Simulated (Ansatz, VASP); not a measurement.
## One calculation of FeO, two programs

```
CELL_PARAMETERS angstrom
0.00000 2.15540 2.15540
2.15540 0.00000 2.15540
2.15540 2.15540 0.00000
ATOMIC_POSITIONS crystal
Fe 0.00000 0.00000 0.00000
O 0.50000 0.50000 0.50000
```

Alike in both runs: functional LDA; k mesh 11 × 11 × 11; occupations fermi-dirac, width 0.05 eV; collinear spin.

```csv
,VASP,Ansatz
version,VASP 6.6.1,Ansatz 0.2.0
potentials or method,"VASP PAW LDA potentials, release 64 (Fe, O)",PseudoDojo standard (LDA files)
plane-wave cutoff (eV),520,1225
valence electrons in the cell,14,22
task,single point,band structure
```

```tsv
	VASP	Ansatz	Ansatz less VASP
gap on the k mesh at the Fermi level (eV)	none	none	-
net moment per atom (μB)	2.00	2.00	+0.004
size of the moment on the site where the two differ most (μB)	3.57	3.43	-0.139
```

LDA's correlation is that of Perdew and Zunger in VASP and of Perdew and Wang (1992) in Ansatz. Site moments also hang on the region over which each program counts them. A gap of «none» marks a metal or a gap that the smearing closes. VASP's potentials hold 14 valence electrons a cell and Ansatz's 22, so a difference there can come from the potentials and not from the codes.
